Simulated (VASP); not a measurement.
Crystal: CaO.

```xyz
4
Lattice="3.1387 0.0000 0.0000 -1.5693 2.7182 0.0000 0.0000 0.0000 5.9008" Properties=species:S:1:pos:R:3 pbc="T T T"
Ca    0.0000    0.0000    0.0000
Ca    0.0000    0.0000    2.9504
O     0.0000    1.8121    1.4752
O     1.5693    0.9061    4.4256
```

This cell differs from its parent crystal: epitaxial xy strain -5.5%.

Base run:

* Program: VASP 6.6.1
* Functional: PBE
* Potentials or basis: VASP PAW PBE potentials, release 64 (Ca_sv, O)
* Cutoff: 520 eV
* k mesh: 12 × 12 × 4
* Occupations: fermi-dirac, width 0.02 eV
* Spin: no spin polarisation

Its results: band gap on the k mesh 3.53 eV; pressure 16.2 GPa.

The run is repeated on the same cell with these changes: functional from PBE to r2SCAN; occupations from fermi-dirac, width 0.02 eV to gaussian, width 0.01 eV. What comes out?

Band gap on the k mesh 4.10 eV; pressure 14.2 GPa.

Caveats: the stress differs along the axes, from 4 to 22 GPa (at least some runs); the stress differs along the axes, from 2 to 20 GPa (at least some runs); the PAW data sets were made with another functional, which shifts forces and pressure a little (at least some runs).

A k mesh can miss the band edges.
